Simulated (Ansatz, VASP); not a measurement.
GaGe: VASP beside Ansatz

Contents of INCAR:

```
PREC = Accurate ; ENCUT = 520
EDIFF = 1E-6 ; ISMEAR = 0
SIGMA = 0.1 ; LREAL = False
LASPH = True ; NELM = 100
ALGO = Normal ; ISIF = 2
LWAVE = False ; LCHARG = False
GGA = PS ; NBANDS = 20
```

KPOINTS

```
regular mesh
0
Gamma
  12 12 12
```

Contents of POSCAR:

```
GaGe
1.0
    0.0000000000      2.9897346332      2.9897346332
    2.9897346332      0.0000000000      2.9897346332
    2.9897346332      2.9897346332      0.0000000000
Ga Ge
1 1
Direct
    0.7500000000      0.7500000000      0.7500000000
    0.0000000000      0.0000000000      0.0000000000
```

Input for Ansatz:

```yaml
crystal:
  lattice:
    - [0.0, 2.9897346332, 2.9897346332]
    - [2.9897346332, 0.0, 2.9897346332]
    - [2.9897346332, 2.9897346332, 0.0]
  atoms:
    - { symbol: Ga, position: [0.75, 0.75, 0.75] }
    - { symbol: Ge, position: [0.0, 0.0, 0.0] }
basis:
  ecutwfc: 420
kpoints:
  mp_grid: { grid: [12, 12, 12] }
hamiltonian:
  xc: pbesol
scf:
  occupations: { method: gaussian, width: 0.1 }
output:
  forces: true
  stress: true
  eigenvalues: true
```

Alike in both runs: task single point; functional PBEsol; k mesh 12 × 12 × 12; occupations gaussian, width 0.1 eV; no spin polarisation.

```csv
,VASP,Ansatz
version,VASP 6.6.1,Ansatz 0.2.0
potentials or method,"VASP PAW PBE potentials, release 64 (Ga_d, Ge_d), cutoff 520 eV","scalar-relativistic, plane waves, PAW"
valence electrons in the cell,27,27
```

```csv
,VASP,Ansatz,Ansatz less VASP
gap on the k mesh at the Fermi level (eV),none,none,-
pressure (GPa),-5.8,-5.7,+0.02
```

VASP's potentials were made for PBE, not for PBEsol. A gap of «none» marks a metal or a gap that the smearing closes. With one functional, cell and mesh, what is left measures potentials, basis and numerics.
